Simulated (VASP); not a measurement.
# TiB (Pnma) in VASP: a series of runs, part 2 of 2

VASP 6.6.1.

## Step 3: Single point, r2SCAN (11.65 Å³/atom)

This run uses another cell than the first one, of 11.65 Å³/atom.

POSCAR

```
TiB
1.0
    6.2981966473      0.0000000000      0.0000000000
    0.0000000000      3.1325855075      0.0000000000
    0.0000000000      0.0000000000      4.7249319309
Ti B
4 4
Direct
    0.1787464703      0.2500000000      0.1255455366
    0.8212535297      0.7500000000      0.8744544634
    0.3212535297      0.7500000000      0.6255455366
    0.6787464703      0.2500000000      0.3744544634
    0.0288866913      0.2500000000      0.5951725067
    0.9711133087      0.7500000000      0.4048274933
    0.4711133087      0.7500000000      0.0951725067
    0.5288866913      0.2500000000      0.9048274933
```

INCAR.step1

```
PREC = Accurate
ENCUT = 520
ISMEAR = 0
SIGMA = 0.1
LREAL = F
LASPH = T
NELM = 80
NBANDS = 40
GGA = PE
ALGO = Normal
EDIFF = 1E-4
LWAVE = T
LCHARG = F
```

INCAR.step2

```
PREC = Accurate
ENCUT = 520
EDIFF = 1E-6
ISMEAR = 0
SIGMA = 0.1
LREAL = F
LASPH = T
NELM = 80
ALGO = Normal
ISIF = 2
LWAVE = F
LCHARG = T
METAGGA = R2SCAN
LMIXTAU = T
LELF = T
LVHAR = T
NBANDS = 40
ISTART = 1
```

KPOINTS

```
Automatic mesh
0
Gamma
  6 12 8
```

Potentials or basis: VASP PAW PBE potentials, release 64 (Ti_sv, B).

Launch:

```bash
$ cat potpaw_PBE.64/Ti_sv/POTCAR potpaw_PBE.64/B/POTCAR > POTCAR
$ cp INCAR.step1 INCAR
$ mpirun -np 1 vasp_std > vasp.out
$ cp INCAR.step2 INCAR
$ mpirun -np 1 vasp_std > vasp.out
```

OUTCAR:

```text
PREC = Accurate
   ENCUT = 520
   EDIFF = 1E-6
   ISMEAR = 0
   LREAL = F
   LASPH = T
   NELM = 80
   ISIF = 2
   METAGGA = R2SCAN
   ISTART = 1

 ion  position               nearest neighbor table
   1  0.179  0.250  0.126-   5 2.41   7 2.42   7 2.42   6 2.43   6 2.43   8 2.44
   2  0.821  0.750  0.874-   6 2.41   8 2.42   8 2.42   5 2.43   5 2.43   7 2.44
   3  0.321  0.750  0.626-   7 2.41   5 2.42   5 2.42   8 2.43   8 2.43   6 2.44
   4  0.679  0.250  0.374-   8 2.41   6 2.42   6 2.42   7 2.43   7 2.43   5 2.44
   5  0.029  0.250  0.595-   6 1.84   6 1.84   1 2.41   3 2.42   3 2.42   2 2.43   2 2.43   4 2.44

   6  0.971  0.750  0.405-   5 1.84   5 1.84   2 2.41   4 2.42   4 2.42   1 2.43   1 2.43   3 2.44

   7  0.471  0.750  0.095-   8 1.84   8 1.84   3 2.41   1 2.42   1 2.42   4 2.43   4 2.43   2 2.44

   8  0.529  0.250  0.905-   7 1.84   7 1.84   4 2.41   2 2.42   2 2.42   3 2.43   3 2.43   1 2.44

  LATTYP: Found a simple orthorhombic cell.
 ALAT       =     3.1325855075
 B/A-ratio  =     1.5083169859
 C/A-ratio  =     2.0105426116

  Lattice vectors:

 A1 = (   0.0000000000,   3.1325855075,   0.0000000000)
 A2 = (   0.0000000000,   0.0000000000,   4.7249319309)
 A3 = (   6.2981966473,   0.0000000000,   0.0000000000)

Analysis of symmetry for initial positions (statically):
=====================================================================
 Subroutine PRICEL returns:
 Original cell was already a primitive cell.

 Routine SETGRP: Setting up the symmetry group for a
 simple orthorhombic supercell.

 Subroutine GETGRP returns: Found  8 space group operations
 (whereof  2 operations were pure point group operations)
 out of a pool of  8 trial point group operations.

The static configuration has the point symmetry S_2 .
 The point group associated with its full space group is D_2h.

Analysis of symmetry for dynamics (positions and initial velocities):
=====================================================================
 Subroutine PRICEL returns:
 Original cell was already a primitive cell.
[... 147 lines left out ...]
   LHFCALC =     F    Hartree Fock is set to
   AEXX    =    0.0000 exact exchange contribution
   IVDW    =     0    specifies the selected vdW correction
   LEPSILON=     F    determine dielectric tensor
   LRPA    =     F    only Hartree local field effects (RPA)
 non-spin polarized calculation
 Gauss-broadening in eV      SIGMA  =   0.10
  energy-cutoff  :      520.00
  volume of cell :       93.22
 maximum number of plane-waves:      2540
 NGX is ok and might be reduce to    48
   NGX = 23   NGY = 11   NGZ = 17

 number of electron      59.9999983 magnetization

 Free energy of the ion-electron system (eV)
  ---------------------------------------------------
  ext. energy  EPLUGINS =         0.00000000
  ---------------------------------------------------
  free energy    TOTEN  =       -87.88409780 eV

  energy without entropy =      -87.86447991  energy(sigma->0) =      -87.87428886

 E-fermi :   7.9121     XC(G=0): -12.8495

 val. band max:        7.9118282961   @ k =   0.1667   0.1667   0.3750
 cond. band min:       7.9145343870   @ k =   0.0000   0.4167   0.2500
 fundamental gap:      0.0027060909
 Fermi energy:         7.9121294799

 k-point     1 :       0.0000    0.0000    0.0000
  band No.  band energies     occupation
      1     -51.0720      2.00000
      2     -51.0341      2.00000
      3     -50.9988      2.00000
      4     -50.9763      2.00000
      5     -26.4305      2.00000
      6     -26.4230      2.00000
[... 1021 lines left out ...]
     39      11.2252      0.00000
     40      11.2252      0.00000

 [... further k-points ...]

------------------------ aborting loop because EDIFF is reached ----------------------------------------

  FORCE on cell =-STRESS in cart. coord.  units (eV):
  Direction    XX          YY          ZZ          XY          YZ          ZX
  --------------------------------------------------------------------------------------
  -------------------------------------------------------------------------------------
  Total       -9.4040875     -9.5426263     -9.4563485      0.0000000      0.0000000      0.0000000
  in kB     -161.6264875   -164.0075323   -162.5246888      0.0000000      0.0000000      0.0000000
  external PRESSURE =    -162.7195695 kB  Pullay stress =       0.0000000 kB

 VOLUME and BASIS-vectors are now :
 -----------------------------------------------------------------------------
  energy-cutoff  :      520.00
  volume of cell :       93.22
      direct lattice vectors                 reciprocal lattice vectors
     6.298196647  0.000000000  0.000000000     0.158775608  0.000000000  0.000000000
     0.000000000  3.132585507  0.000000000     0.000000000  0.319225125  0.000000000
     0.000000000  0.000000000  4.724931931     0.000000000  0.000000000  0.211643261

 POSITION                                       TOTAL-FORCE (eV/Angst)
 -----------------------------------------------------------------------------------
      1.12578      0.78315      0.59319        -0.009642     -0.000000     -0.009270
      5.17242      2.34944      4.13174         0.009642      0.000000      0.009270
      2.02332      2.34944      2.95566         0.009642      0.000000     -0.009270
      4.27488      0.78315      1.76927        -0.009642      0.000000      0.009270
      0.18193      0.78315      2.81215         0.001065     -0.000000      0.006942
      6.11626      2.34944      1.91278        -0.001065      0.000000     -0.006942
      2.96716      2.34944      0.44968        -0.001065      0.000000      0.006942
      3.33103      0.78315      4.27525         0.001065      0.000000     -0.006942
 -----------------------------------------------------------------------------------
    total drift:                                0.000000      0.000000     -0.000000

  FREE ENERGIE OF THE ION-ELECTRON SYSTEM (eV)
  ---------------------------------------------------
  free  energy   TOTEN  =       -87.8840977976 eV

  energy  without entropy=      -87.8644799141  energy(sigma->0) =      -87.87428886
```

OUTCAR.step1:

```text
PREC = Accurate
   ENCUT = 520
   ISMEAR = 0
   LREAL = F
[... 1284 lines left out ...]
      0.18193      0.78315      2.81215        -0.017735     -0.000000     -0.025679
      6.11626      2.34944      1.91278         0.017735      0.000000      0.025679
      2.96716      2.34944      0.44968         0.017735      0.000000     -0.025679
      3.33103      0.78315      4.27525        -0.017735     -0.000000      0.025679
 -----------------------------------------------------------------------------------
    total drift:                                0.000000      0.000000     -0.000000

  FREE ENERGIE OF THE ION-ELECTRON SYSTEM (eV)
  ---------------------------------------------------
  free  energy   TOTEN  =       -64.4656243050 eV

  energy  without entropy=      -64.4441613432  energy(sigma->0) =      -64.45489282
```

OSZICAR.step1:

```text
N       E                     dE             d eps       ncg     rms          rms(c)
DAV:   1     0.756040010007E+03    0.75604E+03   -0.29210E+04 11208   0.178E+03
DAV:   2     0.262012958142E+02   -0.72984E+03   -0.70806E+03 11216   0.550E+02
DAV:   3    -0.698321955596E+02   -0.96033E+02   -0.93900E+02 16464   0.174E+02
DAV:   4    -0.795348167866E+02   -0.97026E+01   -0.96511E+01 16880   0.507E+01
DAV:   5    -0.800357340256E+02   -0.50092E+00   -0.50062E+00 16896   0.105E+01    0.257E+01
DAV:   6    -0.641269909523E+02    0.15909E+02   -0.11567E+02 15000   0.607E+01    0.502E+00
DAV:   7    -0.644375534611E+02   -0.31056E+00   -0.10292E+01 16088   0.159E+01    0.441E+00
DAV:   8    -0.644488858495E+02   -0.11332E-01   -0.28643E-01 14984   0.271E+00    0.306E+00
DAV:   9    -0.644712804759E+02   -0.22395E-01   -0.18418E-01 15976   0.264E+00    0.760E-01
DAV:  10    -0.644656499833E+02    0.56305E-02   -0.11656E-01 14880   0.199E+00    0.199E-01
DAV:  11    -0.644655716076E+02    0.78376E-04   -0.82232E-03 15704   0.553E-01    0.559E-02
DAV:  12    -0.644656243050E+02   -0.52697E-04   -0.70107E-04 12216   0.129E-01
   1 F= -.64465624E+02 E0= -.64454893E+02  d E =-.214630E-01
```

It took 34 min on 1 thread of Oxide Virtual Turin-like, shared host; peak memory 0.45 GiB.

Results:

- Free energy: -87.8841 eV
- Pressure: -16.3 GPa
- Largest force: 0.013 eV/Å
- Band gap on the k mesh: zero (bands 30 and 31 overlap by 1.64 eV)

Forces on the atoms (eV/Å):
```
Ti  -0.010  0.000 -0.009
Ti   0.010  0.000  0.009
Ti   0.010  0.000 -0.009
Ti  -0.010  0.000  0.009
B    0.001  0.000  0.007
B   -0.001  0.000 -0.007
B   -0.001  0.000  0.007
B    0.001  0.000 -0.007
```

Stress tensor (GPa, compression positive):
```
-16.16   0.00   0.00
  0.00 -16.40   0.00
  0.00   0.00 -16.25
```

Caveat: the cell stands under tension; the PAW data sets were made with another functional, which shifts forces and pressure a little.
